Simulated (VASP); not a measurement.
Here is a VASP 6.6.1 calculation.

Contents of INCAR:

```
PREC = Accurate
ENCUT = 520
EDIFF = 1E-8
ISMEAR = 0
SIGMA = 0.01
LREAL = F
LASPH = T
NELM = 80
ALGO = Normal
ISIF = 2
LWAVE = F
LCHARG = F
GGA = PS
IBRION = 8
NSW = 1
```

Contents of KPOINTS:

```
regular mesh
0
Gamma
  3 3 3
```

Contents of POSCAR:

```
ZnSe
1.0
    0.0000000000      2.8338000000      2.8338000000
    2.8338000000      0.0000000000      2.8338000000
    2.8338000000      2.8338000000      0.0000000000
Zn Se
1 1
Direct
    0.0000000000      0.0000000000      0.0000000000
    0.2500000000      0.2500000000      0.2500000000
```

Potentials or basis: VASP PAW PBE potentials, release 64 (Zn, Se).

The run is started by

```sh
$ cat potpaw_PBE.64/Zn/POTCAR potpaw_PBE.64/Se/POTCAR > POTCAR
$ mpirun -np 1 vasp_std > vasp.out
```

Question: Predict the highest phonon frequency at Γ, LO-TO splitting left out.

Answer: 204 cm⁻¹.

Phonon frequencies in cm⁻¹ (negative: imaginary):
| q point | frequencies |
| --- | --- |
| (0.000, 0.000, 0.000) | -1 -1 -1 204 204 204 |

Caveat: the k points lie up to 0.64 Å⁻¹ apart.
